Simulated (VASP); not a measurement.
PtS2:

```xyz
3
Lattice="3.6127 0.0000 0.0000 -1.8063 3.1287 0.0000 0.0000 0.0000 5.1376" Properties=species:S:1:pos:R:3 pbc="T T T"
Pt    0.0000    0.0000    0.0000
S     1.8063    1.0429    3.9714
S     0.0000    2.0858    1.1662
```

Base run:

* Program: VASP 6.6.1
* Functional: r2SCAN
* Potentials or basis: VASP PAW PBE potentials, release 64 (Pt, S)
* Cutoff: 520 eV
* k mesh: 9 × 9 × 5
* Occupations: fermi-dirac, width 0.05 eV
* Spin: no spin polarisation

Its results: band gap on the k mesh 1.11 eV, indirect (least direct gap 1.18 eV); pressure 0.1 GPa; largest force 0.373 eV/Å.

Problem. After a change of settings the same cell gave: band gap on the k mesh 0.85 eV, indirect (least direct gap 0.90 eV); pressure -4.8 GPa; largest force 0.005 eV/Å. Which change was it?
A. functional from r2SCAN to LDA; potentials or basis from VASP PAW PBE potentials, release 64 (Pt, S) to VASP PAW LDA potentials, release 64 (Pt, S)
B. functional from r2SCAN to PBE; k mesh from 9 × 9 × 5 to 7 × 7 × 5
C. functional from r2SCAN to PBEsol; further incar settings from ALGO = Normal; EDIFF = 1e-06; NBANDS = 18 to ALGO = Normal; EDIFF = 1e-07; NBANDS = 18
D. k mesh from 9 × 9 × 5 to 7 × 7 × 5

Solution. A.

Caveats: spin-orbit coupling is left out, which moves the levels of the heavy elements; the PAW data sets were made with another functional, which shifts forces and pressure a little (some runs).
